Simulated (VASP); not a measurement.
A run of VASP 6.6.1:

File INCAR:

```
SYSTEM = TiO2
PREC     = Accurate       ! precision mode
ENCUT    = 520            ! plane-wave cutoff, eV
EDIFF    = 1E-8           ! SCF threshold, eV
ISMEAR   = 0              ! smearing method
SIGMA    = 0.01           ! smearing width, eV
LREAL    = .FALSE.        ! projectors in reciprocal space
LASPH    = .TRUE.         ! aspherical terms in the spheres
NELM     = 80             ! most SCF steps
ALGO     = Normal         ! electronic algorithm
ISIF     = 2              ! what is computed and relaxed
LWAVE    = .FALSE.        ! write WAVECAR
LCHARG   = .FALSE.        ! write CHGCAR
IBRION   = 8              ! ionic algorithm
NSW      = 1              ! ionic steps
LEPSILON = .TRUE.         ! dielectric tensor by DFPT
```

Contents of KPOINTS:

```
Automatic mesh
0
G
  4 4 6
  0 0 0
```

The input POSCAR:

```
TiO2
1.0
    4.5481714256      0.0000000000      0.0000000000
    0.0000000000      4.5481714256      0.0000000000
    0.0000000000      0.0000000000      2.9171194111
Ti O
2 4
Direct
    0.0000000000      0.0000000000      0.0000000000
    0.5000000000      0.5000000000      0.5000000000
    0.3039656942      0.3039656942      0.0000000000
    0.1960343058      0.8039656942      0.5000000000
    0.6960343058      0.6960343058      0.0000000000
    0.8039656942      0.1960343058      0.5000000000
```

Potentials or basis: VASP PAW LDA potentials, release 64 (Ti_sv, O).

Run with:

```bash
$ cat potpaw_LDA.64/Ti_sv/POTCAR potpaw_LDA.64/O/POTCAR > POTCAR
$ mpirun -np 1 vasp_std > vasp.out
```

Hardware: 1 thread of Intel(R) Xeon(R) 6975P-C (Granite Rapids) (shared host).

Task: Estimate the wall time of this run.

Result: It took 8.9 min on 1 thread of Intel(R) Xeon(R) 6975P-C (Granite Rapids), on a shared host, peak memory 0.36 GiB. Counts: scf iterations 310, k points 24.
